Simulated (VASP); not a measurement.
Os, 1 atom in the cell. It takes space group Pm-3m (No. 221, cubic). Conventional cell: a = 2.334 Å, b = 2.334 Å, c = 2.334 Å, α = 90.00°, β = 90.00°, γ = 90.00°. Within 3.1 Å of Os (site symmetry m-3m) lie 6 Os at 2.33 Å.  This cell differs from its parent crystal: volume scaled by 0.76.

| Property | Result |
| --- | --- |
| Program | VASP 6.6.1 |
| Task | single point |
| Functional | PBE |
| Potentials or basis | VASP PAW PBE potentials, release 64 (Os) |
| Cutoff | 520 eV |
| k mesh | 17 × 17 × 17 |
| Occupations | fermi-dirac, width 0.08 eV |
| Spin | no spin polarisation |
| Dipole correction | no |
| Further INCAR settings | ALGO = Normal; EDIFF = 1e-07; NBANDS = 10 |

Potentials or basis: VASP PAW PBE potentials, release 64 (Os).

Run with:

```sh
$ cat potpaw_PBE.64/Os/POTCAR > POTCAR
$ mpirun -np 1 vasp_std > vasp.out
```

Hardware: 1 thread of Intel(R) Xeon(R) Platinum 8259CL CPU @ 2.50GHz (Skylake/Cascade Lake) (shared host).

Question: Estimate the wall time of this run.

Answer: It took 23 s on 1 thread of Intel(R) Xeon(R) Platinum 8259CL CPU @ 2.50GHz (Skylake/Cascade Lake), with other jobs on the host, peak memory 0.13 GiB. Counts: scf iterations 13, k points 165.
